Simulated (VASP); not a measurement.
# MgS in VASP: notebook, part 2 of 2

VASP 6.6.1. The steps go on from the part before.

### Step 4. Single point, r2SCAN (film at in-plane strain -0.02)

Input file POSCAR:

```
MgS
1.0
    2.5496170000      2.5496170000      0.0000000000
   -2.5496170000      2.5496170000      0.0000000000
    0.0000000000      2.5496170000      2.6328698000
Mg S
1 1
Direct
    0.0000000000      0.0000000000      0.0000000000
    0.5000000000      0.5000000000      0.0000000000
```

Input file INCAR.step1:

```
PREC     = Accurate       # precision mode
ENCUT    = 520            # plane-wave cutoff, eV
ISMEAR   = 0              # smearing method
SIGMA    = 0.01           # smearing width, eV
LREAL    = False          # projectors in reciprocal space
LASPH    = True           # aspherical terms in the spheres
NELM     = 60             # most SCF steps
NBANDS   = 11             # bands
GGA      = PE             # functional
ALGO     = Normal         # electronic algorithm
EDIFF    = 1E-4           # SCF threshold, eV
LWAVE    = True           # write WAVECAR
LCHARG   = False          # write CHGCAR
```

Input file INCAR.step2:

```
PREC     = Accurate       # precision mode
ENCUT    = 520            # plane-wave cutoff, eV
EDIFF    = 1E-6           # SCF threshold, eV
ISMEAR   = 0              # smearing method
SIGMA    = 0.01           # smearing width, eV
LREAL    = False          # projectors in reciprocal space
LASPH    = True           # aspherical terms in the spheres
NELM     = 60             # most SCF steps
ALGO     = Normal         # electronic algorithm
ISIF     = 2              # what is computed and relaxed
LWAVE    = False          # write WAVECAR
LCHARG   = True           # write CHGCAR
METAGGA  = R2SCAN         # meta-GGA
LMIXTAU  = True         
LELF     = True           # ELF
LVHAR    = True         
NBANDS   = 11             # bands
ISTART   = 1
```

Input file KPOINTS:

```
Automatic mesh
0
Gamma
  8 8 8
```

Potentials or basis: VASP PAW PBE potentials, release 64 (Mg, S).

Started as:

```bash
cat potpaw_PBE.64/Mg/POTCAR potpaw_PBE.64/S/POTCAR > POTCAR
cp INCAR.step1 INCAR
mpirun -np 1 vasp_std > vasp.out
cp INCAR.step2 INCAR
mpirun -np 1 vasp_std > vasp.out
```

OUTCAR:

```text
PREC = Accurate
   ENCUT = 520
   EDIFF = 1E-6
   ISMEAR = 0
   LREAL = False
   LASPH = True
   NELM = 60
   ISIF = 2
   METAGGA = R2SCAN
   ISTART = 1

 ion  position               nearest neighbor table
   1  0.000  0.000  0.000-   2 2.55   2 2.55   2 2.55   2 2.55   2 2.63   2 2.63
   2  0.500  0.500  0.000-   1 2.55   1 2.55   1 2.55   1 2.55   1 2.63   1 2.63

  LATTYP: Found a body centered tetragonal cell.
 ALAT       =     3.6057029403
 C/A-ratio  =     1.4603919644

  Lattice vectors:

 A1 = (   2.5496170000,   0.0000000000,  -2.6328698000)
 A2 = (  -2.5496170000,   0.0000000000,  -2.6328698000)
 A3 = (   0.0000000000,   2.5496170000,   2.6328698000)

Analysis of symmetry for initial positions (statically):
=====================================================================
 Subroutine PRICEL returns:
 Original cell was already a primitive cell.

 Routine SETGRP: Setting up the symmetry group for a
 body centered tetragonal supercell.

 Subroutine GETGRP returns: Found 16 space group operations
 (whereof 16 operations were pure point group operations)
 out of a pool of 16 trial point group operations.

The static configuration has the point symmetry D_4h.

Analysis of symmetry for dynamics (positions and initial velocities):
=====================================================================
 Subroutine PRICEL returns:
 Original cell was already a primitive cell.

 Routine SETGRP: Setting up the symmetry group for a
 body centered tetragonal supercell.

 Subroutine GETGRP returns: Found 16 space group operations
 (whereof 16 operations were pure point group operations)
 out of a pool of 16 trial point group operations.

The dynamic configuration has the point symmetry D_4h.

 Subroutine INISYM returns: Found 16 space group operations
 (whereof 16 operations are pure point group operations),
 and found     1 'primitive' translations

----------------------------------------------------------------------------------------

                                     Primitive cell

  volume of cell :      34.2302

  direct lattice vectors                    reciprocal lattice vectors
     2.549617000  2.549617000  0.000000000     0.196107886  0.196107886 -0.189906846
    -2.549617000  2.549617000  0.000000000    -0.196107886  0.196107886 -0.189906846
     0.000000000  2.549617000  2.632869800     0.000000000  0.000000000  0.379813692

  length of vectors
     3.605702940  3.605702940  3.665044370     0.336126786  0.336126786  0.379813692

  position of ions in fractional coordinates (direct lattice)
     0.000000000  0.000000000  0.000000000
     0.500000000  0.500000000  0.000000000

  ion indices of the primitive-cell ions
   primitive index   ion index
                 1           1
                 2           2

----------------------------------------------------------------------------------------

 KPOINTS: Automatic mesh

Automatic generation of k-mesh.
 Grid dimensions read from file:
 generate k-points for:    8    8    8

 Generating k-lattice:

  Cartesian coordinates                     Fractional coordinates (reciprocal lattice)
[... 39 lines left out ...]
  0.250000  0.000000  0.125000      4.000000
  0.375000  0.000000  0.125000      8.000000
 [... further k-points ...]
   k-points           NKPTS =     59   k-points in BZ     NKDIM =     59   number of bands    NBANDS=     11
   number of dos      NEDOS =    301   number of ions     NIONS =      2
   total plane-waves  NPLWV =  21952
   dimension x,y,z NGX =    28 NGY =   28 NGZ =   28
   dimension x,y,z NGXF=    56 NGYF=   56 NGZF=   56
   ions per type =               1   1
   NGX,Y,Z   is equivalent  to a cutoff of  12.91, 12.91, 12.70 a.u.
   NGXF,Y,Z  is equivalent  to a cutoff of  25.82, 25.82, 25.40 a.u.
 SYSTEM =  unknown system
   PREC   = accura    normal or accurate (medium, high low for compatibility)
   ISTART =      1    job   : 0-new  1-cont  2-samecut
   ICHARG =      0    charge: 1-file 2-atom 10-const
   ISPIN  =      1    spin polarized calculation?
   LNONCOLLINEAR =      F non collinear calculations
   LSORBIT =      F    spin-orbit coupling
   LASPH  =      T    aspherical Exc in radial PAW
   ENCUT  =  520.0 eV  38.22 Ry    6.18 a.u.   6.70  6.70  6.81*2*pi/ulx,y,z
   NELM   =     60;   NELMIN=  2; NELMDL=  0     # of ELM steps
   EDIFF  = 0.1E-05   stopping-criterion for ELM
   LREAL  =      F    real-space projection
   EDIFFG = 0.1E-04   stopping-criterion for IOM
   NSW    =      0    number of steps for IOM
   IBRION =     -1    ionic relax: 0-MD 1-quasi-New 2-CG
   NFREE  =      0    steps in history (QN), initial steepest desc. (CG)
   ISIF   =      2    stress and relaxation
   ISYM   =      2    0-nonsym 1-usesym 2-fastsym
   POTIM  = 0.5000    time-step for ionic-motion
   TEBEG  =    0.0;   TEEND  =   0.0 temperature during run
   PSTRESS=    0.0 pullay stress
   NELECT =       8.0000    total number of electrons
   NUPDOWN=      -1.0000    fix difference up-down
   EMIN   =  10.00;   EMAX   =-10.00  energy-range for DOS
   EFERMI =   0.00;   METHOD = LEGACY
   ISMEAR =     0;   SIGMA  =   0.01  broadening in eV -4-tet -1-fermi 0-gaus
   EFERMI_NEDOS =   21; number of points for ismear=-14 and -15
   IALGO  =     38    algorithm
   IMIX   =      4    mixing-type and parameters
     AMIX     =   0.40;   BMIX     =  1.00
     AMIX_MAG =   1.60;   BMIX_MAG =  1.00
  volume/ion in A,a.u.               =      17.12       115.50
  Fermi-wavevector in a.u.,A,eV,Ry     =   1.008405  1.905609 13.835506  1.016881
  Thomas-Fermi vector in A             =   2.141270
   LORBIT       =      0    0 simple, 1 ext, 2 COOP (PROOUT), +10 PAW based schemes
   METAGGA = R2SCAN    functional components
   LHFCALC =     F    Hartree Fock is set to
   AEXX    =    0.0000 exact exchange contribution
   IVDW    =     0    specifies the selected vdW correction
   LEPSILON=     F    determine dielectric tensor
   LRPA    =     F    only Hartree local field effects (RPA)
 non-spin polarized calculation
 Gauss-broadening in eV      SIGMA  =   0.01
  energy-cutoff  :      520.00
  volume of cell :       34.23
 maximum number of plane-waves:       942
   NGX = 13   NGY = 13   NGZ = 13

 number of electron       7.9999998 magnetization

 Free energy of the ion-electron system (eV)
  ---------------------------------------------------
  ext. energy  EPLUGINS =         0.00000000
  ---------------------------------------------------
  free energy    TOTEN  =       -15.49726888 eV

  energy without entropy =      -15.49726888  energy(sigma->0) =      -15.49726888

 E-fermi :   3.9571     XC(G=0): -10.2152

 val. band max:        3.8337734083   @ k =   0.0000   0.0000   0.0000
 cond. band min:       7.1900613449   @ k =   0.5000   0.5000   0.0000
 fundamental gap:      3.3562879367
 Fermi energy:         3.9571499362

 k-point     1 :       0.0000    0.0000    0.0000
  band No.  band energies     occupation
      1      -9.6060      2.00000
      2       3.7036      2.00000
      3       3.7036      2.00000
      4       3.8338      2.00000
      5       8.6053      0.00000
      6      12.0301      0.00000
      7      12.3828      0.00000
      8      12.3828      0.00000
      9      14.4892      0.00000
     10      14.9530      0.00000
     11      17.3807      0.00000
[... 309 lines left out ...]
 k-point    24 :       0.3750    0.0000    0.1250
  band No.  band energies     occupation
      1      -8.6940      2.00000
      2       0.2482      2.00000
      3       2.5031      2.00000
      4       3.3993      2.00000
      5      10.2249      0.00000
      6      11.5860      0.00000
      7      12.2186      0.00000
      8      12.7852      0.00000
      9      14.4546      0.00000
     10      17.5200      0.00000
     11      17.8393      0.00000

 [... further k-points ...]

------------------------ aborting loop because EDIFF is reached ----------------------------------------

  FORCE on cell =-STRESS in cart. coord.  units (eV):
  Direction    XX          YY          ZZ          XY          YZ          ZX
  --------------------------------------------------------------------------------------
  -------------------------------------------------------------------------------------
  Total        0.7174150      0.7174150     -0.0936813      0.0000000      0.0000000     -0.0000000
  in kB       33.5793088     33.5793088     -4.3848441      0.0000000      0.0000000     -0.0000000
  external PRESSURE =      20.9245912 kB  Pullay stress =       0.0000000 kB

 VOLUME and BASIS-vectors are now :
 -----------------------------------------------------------------------------
  energy-cutoff  :      520.00
  volume of cell :       34.23
      direct lattice vectors                 reciprocal lattice vectors
     2.549617000  2.549617000  0.000000000     0.196107886  0.196107886 -0.189906846
    -2.549617000  2.549617000  0.000000000    -0.196107886  0.196107886 -0.189906846
     0.000000000  2.549617000  2.632869800     0.000000000  0.000000000  0.379813692

 POSITION                                       TOTAL-FORCE (eV/Angst)
 -----------------------------------------------------------------------------------
      0.00000      0.00000      0.00000         0.000000      0.000000      0.000000
      0.00000      2.54962      0.00000        -0.000000     -0.000000      0.000000
 -----------------------------------------------------------------------------------
    total drift:                               -0.000000      0.000000     -0.000000

  FREE ENERGIE OF THE ION-ELECTRON SYSTEM (eV)
  ---------------------------------------------------
  free  energy   TOTEN  =       -15.4972688822 eV

  energy  without entropy=      -15.4972688822  energy(sigma->0) =      -15.49726888
```

Run time: 57 s. Hardware: 1 thread of Intel Xeon 6975P-C (Granite Rapids), shared host; peak memory 0.17 GiB.

What came out:

| Property | Result |
| --- | --- |
| Free energy | -15.4973 eV |
| Pressure | 2.1 GPa |
| Band gap on the k mesh | 3.36 eV, indirect (least direct gap 4.77 eV) |

Levels at points of the mesh, in eV from the valence-band top:
| k point | band 1 | band 2 | band 3 | band 4 | band 5 | band 6 | band 7 | band 8 |
| --- | --- | --- | --- | --- | --- | --- | --- | --- |
| (0.00, 0.00, 0.00) | -13.44 | -0.13 | -0.13 | 0.00 | 4.77 | 8.20 | 8.55 | 8.55 |
| (0.50, 0.00, 0.00) | -12.03 | -5.12 | -0.79 | -0.69 | 5.16 | 7.30 | 7.64 | 11.48 |
| (0.50, 0.50, 0.00) | -11.58 | -4.50 | -2.07 | -1.78 | 3.36 | 4.72 | 13.46 | 13.49 |
| (0.00, 0.00, 0.50) | -11.72 | -4.53 | -1.78 | -1.78 | 3.55 | 4.83 | 13.13 | 13.44 |

Caveat: the cell differs from its parent crystal (film at in-plane strain -0.02); the PAW data sets were made with another functional, which shifts forces and pressure a little.
